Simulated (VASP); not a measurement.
# AgCl (Cmcm) in VASP: further runs, part 2 of 2

VASP 6.6.1. Earlier steps stand in the parts before.

### 3 Single point, PBE

This run uses another cell than the first one, of 21.62 Å³/atom.

Input file INCAR:

```
SYSTEM = AgCl
ALGO = Normal ; EDIFF = 1E-6
ENCUT = 520 ; GGA = PE
ISIF = 2 ; ISMEAR = -1
LASPH = .True. ; LCHARG = .False.
LREAL = .False. ; LWAVE = .False.
NBANDS = 26 ; NELM = 60
PREC = Accurate ; SIGMA = 0.05
```

Input file KPOINTS:

```
k-points
0
Gamma
  8 8 7
  0 0 0
```

Input file POSCAR:

```
AgCl
1.0
    1.9076035228     -5.6655757514      0.0000000000
    1.9076035228      5.6655757514      0.0000000000
    0.0000000000      0.0000000000      4.0009987977
Ag Cl
2 2
Direct
    0.6034446000      0.3965554000      0.2500000000
    0.3965554000      0.6034446000      0.7500000000
    0.1345512700      0.8654487300      0.7500000000
    0.8654487300      0.1345512700      0.2500000000
```

Potentials or basis: VASP PAW PBE potentials, release 64 (Ag, Cl).

Command:

```console
cat potpaw_PBE.64/Ag/POTCAR potpaw_PBE.64/Cl/POTCAR > POTCAR
mpirun -np 1 vasp_std > vasp.out
```

OUTCAR:

```text
SYSTEM = AgCl
   EDIFF = 1E-6
   ENCUT = 520
   GGA = PE
   ISIF = 2
   ISMEAR = -1
   LASPH = .True.
   LREAL = .False.
   NELM = 60
   PREC = Accurate

 ion  position               nearest neighbor table
   1  0.603  0.397  0.250-   3 2.79   3 2.79   3 2.79   3 2.79   4 2.97   2 3.08   2 3.08
   2  0.397  0.603  0.750-   4 2.79   4 2.79   4 2.79   4 2.79   3 2.97   1 3.08   1 3.08
   3  0.135  0.865  0.750-   1 2.79   1 2.79   1 2.79   1 2.79   2 2.97
   4  0.865  0.135  0.250-   2 2.79   2 2.79   2 2.79   2 2.79   1 2.97

  LATTYP: Found a base centered orthorhombic cell.
 ALAT       =     3.8152070456
 B/A-ratio  =     2.9699964818
 C/A-ratio  =     1.0486976853

  Lattice vectors:

 A1 = (   1.9076035228,  -5.6655757514,   0.0000000000)
 A2 = (   1.9076035228,   5.6655757514,   0.0000000000)
 A3 = (   0.0000000000,   0.0000000000,   4.0009987977)

Analysis of symmetry for initial positions (statically):
=====================================================================
 Subroutine PRICEL returns:
 Original cell was already a primitive cell.

 Routine SETGRP: Setting up the symmetry group for a
 base centered orthorhombic supercell.

 Subroutine GETGRP returns: Found  8 space group operations
 (whereof  4 operations were pure point group operations)
 out of a pool of  8 trial point group operations.

The static configuration has the point symmetry C_2h.
 The point group associated with its full space group is D_2h.

Analysis of symmetry for dynamics (positions and initial velocities):
=====================================================================
 Subroutine PRICEL returns:
 Original cell was already a primitive cell.

 Routine SETGRP: Setting up the symmetry group for a
 base centered orthorhombic supercell.

 Subroutine GETGRP returns: Found  8 space group operations
 (whereof  4 operations were pure point group operations)
 out of a pool of  8 trial point group operations.

[... 123 lines left out ...]
   IMIX   =      4    mixing-type and parameters
     AMIX     =   0.40;   BMIX     =  1.00
     AMIX_MAG =   1.60;   BMIX_MAG =  1.00
  volume/ion in A,a.u.               =      21.62       145.90
  Fermi-wavevector in a.u.,A,eV,Ry     =   1.222359  2.309924 20.329304  1.494162
  Thomas-Fermi vector in A             =   2.357509
   LORBIT       =      0    0 simple, 1 ext, 2 COOP (PROOUT), +10 PAW based schemes
   GGA     = PE    functional components
   LHFCALC =     F    Hartree Fock is set to
   AEXX    =    0.0000 exact exchange contribution
   IVDW    =     0    specifies the selected vdW correction
   LEPSILON=     F    determine dielectric tensor
   LRPA    =     F    only Hartree local field effects (RPA)
 non-spin polarized calculation
  energy-cutoff  :      520.00
  volume of cell :       86.48
 maximum number of plane-waves:      2344
 NGX is ok and might be reduce to    48
   NGX = 23   NGY = 23   NGZ = 15

 number of electron      35.9999995 magnetization

 Free energy of the ion-electron system (eV)
  ---------------------------------------------------
  ext. energy  EPLUGINS =         0.00000000
  ---------------------------------------------------
  free energy    TOTEN  =       -10.65198277 eV

  energy without entropy =      -10.65190316  energy(sigma->0) =      -10.65194297

 E-fermi :   3.8136     XC(G=0):  -9.9459

 val. band max:        3.5170661818   @ k =   0.2500   0.2500   0.0000
 cond. band min:       3.9913435860   @ k =   0.0000   0.0000   0.0000
 fundamental gap:      0.4742774043
 Fermi energy:         3.8136323661

 k-point     1 :       0.0000    0.0000    0.0000
  band No.  band energies     occupation
      1     -11.2725      2.00000
      2     -10.7563      2.00000
      3      -0.5750      2.00000
      4       0.3685      2.00000
      5       0.5612      2.00000
      6       0.6650      2.00000
[... 685 lines left out ...]
     25      13.1160      0.00000
     26      13.6473      0.00000

 [... further k-points ...]

------------------------ aborting loop because EDIFF is reached ----------------------------------------

  FORCE on cell =-STRESS in cart. coord.  units (eV):
  Direction    XX          YY          ZZ          XY          YZ          ZX
  --------------------------------------------------------------------------------------
  -------------------------------------------------------------------------------------
  Total       -0.8380642     -0.2498189     -0.8729388      0.0000000      0.0000000      0.0000000
  in kB      -15.5259177     -4.6281267    -16.1720015      0.0000000      0.0000000      0.0000000
  external PRESSURE =     -12.1086820 kB  Pullay stress =       0.0000000 kB

 VOLUME and BASIS-vectors are now :
 -----------------------------------------------------------------------------
  energy-cutoff  :      520.00
  volume of cell :       86.48
      direct lattice vectors                 reciprocal lattice vectors
     1.907603523 -5.665575751  0.000000000     0.262108973 -0.088252284  0.000000000
     1.907603523  5.665575751  0.000000000     0.262108973  0.088252284  0.000000000
     0.000000000  0.000000000  4.000998798     0.000000000  0.000000000  0.249937591

 POSITION                                       TOTAL-FORCE (eV/Angst)
 -----------------------------------------------------------------------------------
      1.90760     -1.17215      1.00025         0.000000     -0.046080      0.000000
      1.90760      1.17215      3.00075         0.000000      0.046080     -0.000000
      1.90760      4.14095      3.00075         0.000000      0.040547      0.000000
      1.90760     -4.14095      1.00025         0.000000     -0.040547     -0.000000
 -----------------------------------------------------------------------------------
    total drift:                                0.000000      0.000000      0.000000

  FREE ENERGIE OF THE ION-ELECTRON SYSTEM (eV)
  ---------------------------------------------------
  free  energy   TOTEN  =       -10.6519827717 eV

  energy  without entropy=      -10.6519031612  energy(sigma->0) =      -10.65194297
```

OSZICAR:

```text
N       E                     dE             d eps       ncg     rms          rms(c)
DAV:   1     0.232853284248E+03    0.23285E+03   -0.17659E+04  4368   0.128E+03
DAV:   2     0.159982483302E+01   -0.23125E+03   -0.22011E+03  5018   0.279E+02
DAV:   3    -0.110433354078E+02   -0.12643E+02   -0.12549E+02  5168   0.661E+01
DAV:   4    -0.111752974229E+02   -0.13196E+00   -0.13186E+00  4938   0.746E+00
DAV:   5    -0.111772095272E+02   -0.19121E-02   -0.19120E-02  5166   0.918E-01    0.745E+00
DAV:   6    -0.106596538609E+02    0.51756E+00   -0.90087E-01  4802   0.104E+01    0.529E+00
DAV:   7    -0.106577101666E+02    0.19437E-02   -0.38793E-01  4588   0.345E+00    0.271E+00
DAV:   8    -0.106523806576E+02    0.53295E-02   -0.20611E-02  4780   0.134E+00    0.622E-01
DAV:   9    -0.106518343179E+02    0.54634E-03   -0.41367E-03  4908   0.726E-01    0.879E-02
DAV:  10    -0.106519287167E+02   -0.94399E-04   -0.46498E-04  4818   0.141E-01    0.569E-02
DAV:  11    -0.106519869892E+02   -0.58273E-04   -0.63252E-05  4516   0.798E-02    0.356E-02
DAV:  12    -0.106519826042E+02    0.43850E-05   -0.10205E-05  4812   0.448E-02    0.360E-03
DAV:  13    -0.106519827717E+02   -0.16751E-06   -0.21961E-06  3580   0.822E-03
   1 F= -.10651983E+02 E0= -.10651943E+02  d E =-.796105E-04
```

stdout:

```text
POSCAR found type information on POSCAR AgCl
 POSCAR found :  2 types and       4 ions
 scaLAPACK will be used
 LDA part: xc-table for (Slater+PW92), standard interpolation
 POSCAR, INCAR and KPOINTS ok, starting setup
 FFT: planning ... GRIDC
 FFT: planning ... GRID_SOFT
 FFT: planning ... GRID
 WAVECAR not read
 entering main loop
```

Wall time 87 s (1 thread of Intel Xeon 6975P-C (Granite Rapids), shared host); peak memory 0.34 GiB.

What came out:

```
Free energy            : -10.6520 eV
Pressure               : -1.2 GPa
Largest force          : 0.046 eV/Å
Band gap on the k mesh : 0.47 eV (least direct gap 1.85 eV)
```

Forces on the atoms (eV/Å):
```
Ag   0.000 -0.046  0.000
Ag   0.000  0.046  0.000
Cl   0.000  0.041  0.000
Cl   0.000 -0.041  0.000
```

Stress tensor (GPa, compression positive):
```
-1.55  0.00  0.00
 0.00 -0.46  0.00
 0.00  0.00 -1.62
```

Levels at points of the mesh, in eV from the valence-band top:
```csv
k point,band 15,band 16,band 17,band 18,band 19,band 20,band 21,band 22
"(0.00, 0.00, 0.00)",-2.04,-1.60,-1.54,-1.38,0.47,3.18,7.55,8.50
"(0.50, 0.00, 0.00)",-1.19,-0.95,-0.06,-0.01,3.14,5.18,5.91,6.88
"(0.50, 0.50, 0.00)",-1.86,-1.53,-1.49,-1.37,2.00,3.51,6.49,8.52
```

Caveat: an odd mesh through Γ misses points on the zone boundary, where band edges can lie.
